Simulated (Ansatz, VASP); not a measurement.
One calculation of Sr, two programs

```
CELL_PARAMETERS angstrom
4.31000 0.00000 0.00000
-2.15500 3.73257 0.00000
0.00000 0.00000 6.87375
ATOMIC_POSITIONS crystal
Sr 0.33333 0.66667 0.25000
Sr 0.66667 0.33333 0.75000
```

Change from the starting cell: strain +0.000 along x and y, -0.025 along z, atoms carried along.

Alike in both runs: task single point; functional r2SCAN; k mesh 12 × 12 × 8; occupations gaussian, width 0.15 eV; no spin polarisation.

```csv
,VASP,Ansatz
version,VASP 6.6.1,Ansatz 0.2.0
potentials or method,"VASP PAW PBE potentials, release 64 (Sr_sv), cutoff 520 eV","scalar-relativistic, plane waves, PAW"
valence electrons in the cell,20,20
```

```tsv
	VASP	Ansatz	Ansatz less VASP
gap on the k mesh at the Fermi level (eV)	none	none	-
pressure (GPa)	0.5	0.4	-0.02
traceless stress, the component that is largest in VASP (GPa)	0.50	0.50	-0.001
```

VASP's potentials were made for PBE, not for r2SCAN. A gap of «none» marks a metal or a gap that the smearing closes.
